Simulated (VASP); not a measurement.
Set up this calculation in VASP 6.6.1, as the native input.

```
Task                   : single point
Functional             : PBEsol
Potentials or basis    : VASP PAW PBE potentials, release 64 (Bi_d, Te)
Cutoff                 : 520 eV
k mesh                 : 6 × 6 × 6
Occupations            : gaussian, width 0.01 eV
Spin                   : no spin polarisation
Dipole correction      : no
Further INCAR settings : ALGO = Normal; EDIFF = 1e-07; NBANDS = 32
```

The structure of Bi2Te3 lies in POSCAR:

```
Bi2Te3
1.0
    2.1930000000      1.2661290000     10.1656670000
   -2.1930000000      1.2661290000     10.1656670000
    0.0000000000     -2.5322580000     10.1656670000
Bi Te
2 3
Direct
    0.4000000000      0.4000000000      0.4000000000
    0.6000000000      0.6000000000      0.6000000000
    0.0000000000      0.0000000000      0.0000000000
    0.2095000000      0.2095000000      0.2095000000
    0.7905000000      0.7905000000      0.7905000000
```

The input as run:

INCAR

```
  PREC = Accurate
  ENCUT = 520
  EDIFF = 1E-7
  ISMEAR = 0
  SIGMA = 0.01
  LREAL = False
  LASPH = True
  NELM = 60
  ALGO = Normal
  ISIF = 2
  LWAVE = False
  LCHARG = False
  GGA = PS
  NBANDS = 32
```

KPOINTS

```
regular mesh
0
Gamma
  6 6 6
```

Potentials or basis: VASP PAW PBE potentials, release 64 (Bi_d, Te).

The run is started by

```bash
$ cat potpaw_PBE.64/Bi_d/POTCAR potpaw_PBE.64/Te/POTCAR > POTCAR
$ mpirun -np 1 vasp_std > vasp.out
```

It gave:

```
Pressure               : -0.6 GPa
Largest force          : 0.092 eV/Å
Band gap on the k mesh : 0.23 eV
```

Caveat: the PAW data sets were made with another functional, which shifts forces and pressure a little; spin-orbit coupling is left out, which moves the levels of the heavy elements.

It used 1800 s of CPU time on 1 thread of AMD EPYC 7R13 Processor (Zen 3), on a shared host.
